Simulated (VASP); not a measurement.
Wanted: the native input for a VASP 6.6.1 run.

- Task: relaxation of cell and atoms
- Functional: PBE
- Potentials or basis: VASP PAW PBE potentials, release 64 (Ti_sv, B)
- Cutoff: 600 eV
- k mesh: 15 × 15 × 12
- Occupations: fermi-dirac, width 0.15 eV
- Spin: no spin polarisation
- Dipole correction: no
- Further INCAR settings: ALGO = Normal; EDIFF = 1e-06; IBRION = 2; EDIFFG = -0.001; NSW = 80; ISIF = 3

The structure of TiB2 lies in POSCAR:

```
TiB2
1.0
    3.0319675219      0.0000000029      0.0000000000
   -1.5159837635      2.6257608960      0.0000000000
    0.0000000000      0.0000000000      3.2239021982
Ti B
1 2
Direct
    0.0000000000      0.0000000000      0.0000000000
    0.3333333333      0.6666666667      0.5000000000
    0.6666666667      0.3333333333      0.5000000000
```

The input as run:

INCAR

```
SYSTEM = TiB2
PREC = Accurate
ENCUT = 600
EDIFF = 1E-6
ISMEAR = -1
SIGMA = 0.15
LREAL = .False.
LASPH = .True.
NELM = 80
ALGO = Normal
ISIF = 3
LWAVE = .False.
LCHARG = .False.
GGA = PE
IBRION = 2
NSW = 80
EDIFFG = -0.001
```

KPOINTS

```
regular mesh
0
Gamma
  15 15 12
  0 0 0
```

Potentials or basis: VASP PAW PBE potentials, release 64 (Ti_sv, B).

Launch:

```sh
$ cat potpaw_PBE.64/Ti_sv/POTCAR potpaw_PBE.64/B/POTCAR > POTCAR
$ mpirun -np 1 vasp_std > vasp.out
```

Results of the run:

```yaml
Relaxed_volume: 8.56 Å³/atom
Relaxed_cell: a = 3.033 Å, b = 3.033 Å, c = 3.225 Å, α = 90.00°, β = 90.00°, γ = 120.00°
Space_group_after_relaxing_to_0.1_Å: P6/mmm (No. 191)
Energy_gained_by_relaxing: 0.0 meV/atom
Ionic_steps: 4
Pressure_after_relaxing: 0.0 GPa
Band_gap_on_the_k_mesh: zero (bands 9 and 10 overlap by 0.60 eV)
```

Run time: 110 s on 1 thread of AMD EPYC 7R43 64-Core Processor (Zen 3), with other jobs on the host, peak memory 0.18 GiB.
